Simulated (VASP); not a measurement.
# FePt (P4/mmm) in VASP: a series of runs

FePt is run at these levels: PBE+D4, LDA; tasks: relaxation of cell and atoms.

All numbers are computed with VASP 6.6.1; they aren't measurements. Logs are shortened: lines on timing, memory, paths and dates and some standing lists are left out, and cuts for length are marked.

**1. The cell of the first run**

The structure is tetragonal, space group P4/mmm (No. 123). The conventional cell has a = 2.724 Å, b = 2.724 Å, c = 3.720 Å, α = 90.00°, β = 90.00°, γ = 90.00°. Pt (site symmetry 4/mmm) has 8 Fe at 2.68 Å and 4 Pt at 2.72 Å within 3.5 Å. Fe (site symmetry 4/mmm) has 8 Pt at 2.68 Å and 4 Fe at 2.72 Å within 3.5 Å.

**2. Relaxation of cell and atoms, PBE+D4, collinear spin, ferromagnetic start**

INCAR

```
ALGO = Normal
EDIFF = 1E-7
EDIFFG = -0.01
ENCUT = 600
GGA = PE
GGA_COMPAT = F
IBRION = 2
ISIF = 3
ISMEAR = -1
ISPIN = 2
IVDW = 13
LASPH = T
LCHARG = F
LMAXMIX = 4
LORBIT = 11
LREAL = F
LWAVE = F
MAGMOM = 0 3
NELM = 200
NELMIN = 4
NSW = 60
PREC = Accurate
SIGMA = 0.05
```

KPOINTS

```
k-points
0
Gamma
  10 10 7
```

POSCAR

```
FePt
1.0
    2.7235000000      0.0000000000      0.0000000000
    0.0000000000      2.7235000000      0.0000000000
    0.0000000000      0.0000000000      3.7200000000
Pt Fe
1 1
Direct
    0.5000000000      0.5000000000      0.5000000000
    0.0000000000      0.0000000000      0.0000000000
```

Potentials or basis: VASP PAW PBE potentials, release 64 (Pt, Fe).

Command:

```sh
$ cat potpaw_PBE.64/Pt/POTCAR potpaw_PBE.64/Fe/POTCAR > POTCAR
$ mpirun -np 1 vasp_std > vasp.out
```

OUTCAR:

```text
EDIFF = 1E-7
   EDIFFG = -0.01
   ENCUT = 600
   GGA = PE
   IBRION = 2
   ISIF = 3
   ISMEAR = -1
   ISPIN = 2
   IVDW = 13
   LASPH = T
   LORBIT = 11
   LREAL = F
   NELM = 200
   NELMIN = 4
   NSW = 60
   PREC = Accurate

 ion  position               nearest neighbor table
   1  0.500  0.500  0.500-   2 2.68   2 2.68   2 2.68   2 2.68   2 2.68   2 2.68   2 2.68   2 2.68

   2  0.000  0.000  0.000-   1 2.68   1 2.68   1 2.68   1 2.68   1 2.68   1 2.68   1 2.68   1 2.68

  LATTYP: Found a simple tetragonal cell.
 ALAT       =     2.7235000000
 C/A-ratio  =     1.3658894804

  Lattice vectors:

 A1 = (   2.7235000000,   0.0000000000,   0.0000000000)
 A2 = (   0.0000000000,   2.7235000000,   0.0000000000)
 A3 = (   0.0000000000,   0.0000000000,   3.7200000000)

Analysis of symmetry for initial positions (statically):
=====================================================================
 Subroutine PRICEL returns:
 Original cell was already a primitive cell.

 Routine SETGRP: Setting up the symmetry group for a
 simple tetragonal supercell.

 Subroutine GETGRP returns: Found 16 space group operations
 (whereof 16 operations were pure point group operations)
 out of a pool of 16 trial point group operations.

The static configuration has the point symmetry D_4h.

Analysis of symmetry for dynamics (positions and initial velocities):
=====================================================================
 Subroutine PRICEL returns:
 Original cell was already a primitive cell.

 Routine SETGRP: Setting up the symmetry group for a
 simple tetragonal supercell.

 Subroutine GETGRP returns: Found 16 space group operations
 (whereof 16 operations were pure point group operations)
 out of a pool of 16 trial point group operations.

The dynamic configuration has the point symmetry D_4h.

Analysis of structural, dynamic, and magnetic symmetry:
=====================================================================
 Subroutine PRICEL returns:
 Original cell was already a primitive cell.

 Routine SETGRP: Setting up the symmetry group for a
 simple tetragonal supercell.

 Subroutine GETGRP returns: Found 16 space group operations
 (whereof 16 operations were pure point group operations)
 out of a pool of 16 trial point group operations.

The overall configuration has the point symmetry D_4h.

 Subroutine INISYM returns: Found 16 space group operations
 (whereof 16 operations are pure point group operations),
 and found     1 'primitive' translations

----------------------------------------------------------------------------------------

                                     Primitive cell

  volume of cell :      27.5929

  direct lattice vectors                    reciprocal lattice vectors
     2.723500000  0.000000000  0.000000000     0.367174592  0.000000000  0.000000000
     0.000000000  2.723500000  0.000000000     0.000000000  0.367174592  0.000000000
     0.000000000  0.000000000  3.720000000     0.000000000  0.000000000  0.268817204

  length of vectors
     2.723500000  2.723500000  3.720000000     0.367174592  0.367174592  0.268817204

  position of ions in fractional coordinates (direct lattice)
     0.500000000  0.500000000  0.500000000
     0.000000000  0.000000000  0.000000000

  ion indices of the primitive-cell ions
   primitive index   ion index
                 1           1
                 2           2

----------------------------------------------------------------------------------------

 KPOINTS: k-points

Automatic generation of k-mesh.
 Grid dimensions read from file:
 generate k-points for:   10   10    7

 Generating k-lattice:

  Cartesian coordinates                     Fractional coordinates (reciprocal lattice)
     0.036717459  0.000000000  0.000000000     0.100000000  0.000000000  0.000000000
     0.000000000  0.036717459  0.000000000     0.000000000  0.100000000  0.000000000
     0.000000000  0.000000000  0.038402458     0.000000000  0.000000000  0.142857143

  Length of vectors
     0.036717459  0.036717459  0.038402458

  Shift w.r.t. Gamma in fractional coordinates (k-lattice)
     0.000000000  0.000000000  0.000000000

 Subroutine IBZKPT returns following result:
 ===========================================

 Found     84 irreducible k-points:

 Following reciprocal coordinates:
            Coordinates               Weight
  0.000000  0.000000  0.000000      1.000000
  0.100000  0.000000  0.000000      4.000000
  0.200000  0.000000  0.000000      4.000000
  0.300000  0.000000  0.000000      4.000000
  0.400000  0.000000  0.000000      4.000000
  0.500000  0.000000  0.000000      2.000000
[... 16 lines left out ...]
  0.100000  0.000000  0.142857      8.000000
  0.200000  0.000000  0.142857      8.000000
 [... further k-points ...]
   k-points           NKPTS =     84   k-points in BZ     NKDIM =     84   number of bands    NBANDS=     15
   number of dos      NEDOS =    301   number of ions     NIONS =      2
   total plane-waves  NPLWV =  17280
   dimension x,y,z NGX =    24 NGY =   24 NGZ =   30
   dimension x,y,z NGXF=    48 NGYF=   48 NGZF=   60
   ions per type =               1   1
   NGX,Y,Z   is equivalent  to a cutoff of  14.65, 14.65, 13.41 a.u.
   NGXF,Y,Z  is equivalent  to a cutoff of  29.30, 29.30, 26.81 a.u.
 SYSTEM =  unknown system
   PREC   = accura    normal or accurate (medium, high low for compatibility)
   ISTART =      0    job   : 0-new  1-cont  2-samecut
   ICHARG =      2    charge: 1-file 2-atom 10-const
   ISPIN  =      2    spin polarized calculation?
   LNONCOLLINEAR =      F non collinear calculations
   LSORBIT =      F    spin-orbit coupling
   LASPH  =      T    aspherical Exc in radial PAW
   ENCUT  =  600.0 eV  44.10 Ry    6.64 a.u.   5.44  5.44  7.43*2*pi/ulx,y,z
   NELM   =    200;   NELMIN=  4; NELMDL= -5     # of ELM steps
   EDIFF  = 0.1E-06   stopping-criterion for ELM
   LREAL  =      F    real-space projection
   EDIFFG = -.1E-01   stopping-criterion for IOM
   NSW    =     60    number of steps for IOM
   IBRION =      2    ionic relax: 0-MD 1-quasi-New 2-CG
   NFREE  =      1    steps in history (QN), initial steepest desc. (CG)
   ISIF   =      3    stress and relaxation
   ISYM   =      2    0-nonsym 1-usesym 2-fastsym
   POTIM  = 0.5000    time-step for ionic-motion
   TEBEG  =    0.0;   TEEND  =   0.0 temperature during run
   PSTRESS=    0.0 pullay stress
   NELECT =      18.0000    total number of electrons
   NUPDOWN=      -1.0000    fix difference up-down
   EMIN   =  10.00;   EMAX   =-10.00  energy-range for DOS
   EFERMI =   0.00;   METHOD = LEGACY
   ISMEAR =    -1;   SIGMA  =   0.05  broadening in eV -4-tet -1-fermi 0-gaus
   EFERMI_NEDOS =   21; number of points for ismear=-14 and -15
   IALGO  =     38    algorithm
   IMIX   =      4    mixing-type and parameters
     AMIX     =   0.40;   BMIX     =  1.00
     AMIX_MAG =   1.60;   BMIX_MAG =  1.00
  volume/ion in A,a.u.               =      13.80        93.10
  Fermi-wavevector in a.u.,A,eV,Ry     =   1.419819  2.683070 27.427809  2.015887
  Thomas-Fermi vector in A             =   2.540800
   LORBIT       =     11    0 simple, 1 ext, 2 COOP (PROOUT), +10 PAW based schemes
   GGA     = PE    functional components
   LHFCALC =     F    Hartree Fock is set to
   AEXX    =    0.0000 exact exchange contribution
   IVDW    =    13    specifies the selected vdW correction
   LEPSILON=     F    determine dielectric tensor
   LRPA    =     F    only Hartree local field effects (RPA)
 conjugate gradient relaxation of ions
 spin polarized calculation
  energy-cutoff  :      600.00
  volume of cell :       27.59
 maximum number of plane-waves:       936
 NGX is ok and might be reduce to    24
   NGX = 11   NGY = 11   NGZ = 15

--------------------------------------- Ionic step        1  -------------------------------------------

 number of electron      18.0000002 magnetization       3.2745559

 Free energy of the ion-electron system (eV)
  ---------------------------------------------------
  ext. energy  EPLUGINS =         0.00000000
  ---------------------------------------------------
  free energy    TOTEN  =       -14.80631564 eV

  energy without entropy =      -14.79501939  energy(sigma->0) =      -14.80066752

------------------------ aborting loop because EDIFF is reached ----------------------------------------

  DFT-D4 for vdW energy calculation

  Edisp (eV):   -1.06250

  FORCE on cell =-STRESS in cart. coord.  units (eV):
  Direction    XX          YY          ZZ          XY          YZ          ZX
  --------------------------------------------------------------------------------------
  -------------------------------------------------------------------------------------
  Total      -0.49853    -0.49853    -0.40720     0.00000     0.00000     0.00000
  in kB     -28.94695   -28.94695   -23.64402     0.00000     0.00000     0.00000
  external pressure =      -27.18 kB  Pullay stress =        0.00 kB
[... 181 lines left out ...]
  energy  without entropy=      -15.8608667716  energy(sigma->0) =      -15.86638526

--------------------------------------- Ionic step        6  -------------------------------------------

 number of electron      18.0000004 magnetization       3.2480376

 Free energy of the ion-electron system (eV)
  ---------------------------------------------------
  ext. energy  EPLUGINS =         0.00000000
  ---------------------------------------------------
  free energy    TOTEN  =       -14.79682488 eV

  energy without entropy =      -14.78579389  energy(sigma->0) =      -14.79130938

 E-fermi :   8.8981     XC(G=0): -13.1317

 val. band max:        8.8779428928   @ k =   0.5000   0.0000   0.2857
 cond. band min:       8.9013045604   @ k =   0.5000   0.2000   0.1429
 fundamental gap:      0.0233616676
 Fermi energy:         8.8981047236

 spin component 1

 k-point     1 :       0.0000    0.0000    0.0000
  band No.  band energies     occupation
      1      -0.8146      1.00000
      2       2.4260      1.00000
      3       2.6001      1.00000
      4       5.4142      1.00000
      5       5.4142      1.00000
      6       5.9392      1.00000
      7       6.7761      1.00000
      8       6.9444      1.00000
      9       8.3758      0.99997
     10       8.5155      0.99953
     11       8.5155      0.99953
     12      11.1255      0.00000
     13      18.7350      0.00000
     14      20.6761      0.00000
     15      20.6761      0.00000
[... 397 lines left out ...]
 k-point    24 :       0.2000    0.0000    0.1429
  band No.  band energies     occupation
      1       0.3975      1.00000
      2       2.9557      1.00000
      3       3.4588      1.00000
      4       5.0085      1.00000
      5       5.6778      1.00000
      6       6.0648      1.00000
      7       6.4635      1.00000
      8       6.6943      1.00000
      9       6.9911      1.00000
     10       7.3341      1.00000
     11       8.3284      0.99999
     12      12.5391      0.00000
     13      16.8867      0.00000
     14      20.6044      0.00000
     15      22.8948      0.00000

 [... further k-points ...]

 spin component 2

 k-point     1 :       0.0000    0.0000    0.0000
  band No.  band energies     occupation
      1      -0.6798      1.00000
      2       2.9877      1.00000
      3       2.9950      1.00000
      4       6.4799      1.00000
      5       6.4799      1.00000
      6       8.0456      1.00000
      7       8.1261      1.00000
      8       9.4565      0.00001
      9      10.5726      0.00000
     10      10.5726      0.00000
     11      10.5893      0.00000
     12      11.3091      0.00000
     13      19.5793      0.00000
     14      20.9653      0.00000
     15      20.9653      0.00000
[... 397 lines left out ...]
 k-point    24 :       0.2000    0.0000    0.1429
  band No.  band energies     occupation
      1       0.5416      1.00000
      2       3.4040      1.00000
      3       3.9716      1.00000
      4       5.5461      1.00000
      5       6.7349      1.00000
      6       7.4938      1.00000
      7       8.1932      1.00000
      8       8.4149      0.99994
      9       9.4363      0.00002
     10       9.8630      0.00000
     11      10.4873      0.00000
     12      13.3892      0.00000
     13      17.4231      0.00000
     14      21.2733      0.00000
     15      23.3044      0.00000

 [... further k-points ...]

------------------------ aborting loop because EDIFF is reached ----------------------------------------

  DFT-D4 for vdW energy calculation

  Edisp (eV):   -1.07514

  FORCE on cell =-STRESS in cart. coord.  units (eV):
  Direction    XX          YY          ZZ          XY          YZ          ZX
  --------------------------------------------------------------------------------------
  -------------------------------------------------------------------------------------
  Total       0.00223     0.00223     0.00115     0.00000     0.00000     0.00000
  in kB       0.13110     0.13110     0.06748     0.00000     0.00000     0.00000
  external pressure =        0.11 kB  Pullay stress =        0.00 kB
[... 17 lines left out ...]
  FREE ENERGIE OF THE ION-ELECTRON SYSTEM (eV)
  ---------------------------------------------------
  free  energy   TOTEN  =       -15.8719620871 eV

  energy  without entropy=      -15.8609310978  energy(sigma->0) =      -15.86644659

 reached required accuracy - stopping structural energy minimisation

 total charge

# of ion       s       p       d       tot
------------------------------------------
    1        0.721   0.682   8.064   9.468
    2        0.414   0.462   6.137   7.013
--------------------------------------------------
tot          1.135   1.144  14.202  16.481

 magnetization (x)

# of ion       s       p       d       tot
------------------------------------------
    1       -0.026  -0.067   0.424   0.331
    2        0.004  -0.007   2.895   2.892
--------------------------------------------------
tot         -0.022  -0.074   3.319   3.223
```

Run time: 4.8 min. Hardware: 1 thread of Oxide Virtual Turin-like, shared host; peak memory 0.19 GiB.

What came out:

| Item | Value |
| --- | --- |
| Free energy | -15.8720 eV |
| Relaxed volume | 13.62 Å³/atom |
| Relaxed cell | a = 2.709 Å, b = 2.709 Å, c = 3.713 Å, α = 90.00°, β = 90.00°, γ = 90.00° |
| Space group after relaxing (to 0.1 Å) | P4/mmm (No. 123) |
| Energy gained by relaxing | 1.6 meV/atom |
| Ionic steps | 6 |
| Pressure after relaxing | 0.0 GPa |
| Net moment | 3.25 μB per cell |
| Site moments | Pt +0.33; Fe +2.89 μB |
| Valence electrons inside the program's atomic spheres | Pt 9.47; Fe 7.01 |
| Dispersion energy per atom | -0.538 eV |

Step by step:
```csv
step,energy change (eV),largest force (eV/Å),pressure (GPa),volume (Å³)
1,0.0000,0.0000,-2.72,27.59
2,0.0056,0.0000,5.03,26.67
3,-0.0031,0.0000,0.02,27.24
4,-0.0031,0.0000,0.02,27.24
5,-0.0031,0.0000,0.00,27.24
6,-0.0031,0.0000,0.01,27.24
```

Final structure:
```
Pt Fe
1.0
     2.70876    0.00000    0.00000
     0.00000    2.70876    0.00000
     0.00000    0.00000    3.71293
Pt Fe
1 1
Direct
  0.50000 0.50000 0.50000
  0.00000 0.00000 0.00000
```

Caveat: spin-orbit coupling is left out, which moves the levels of the heavy elements.

[end of part 1 of 2]
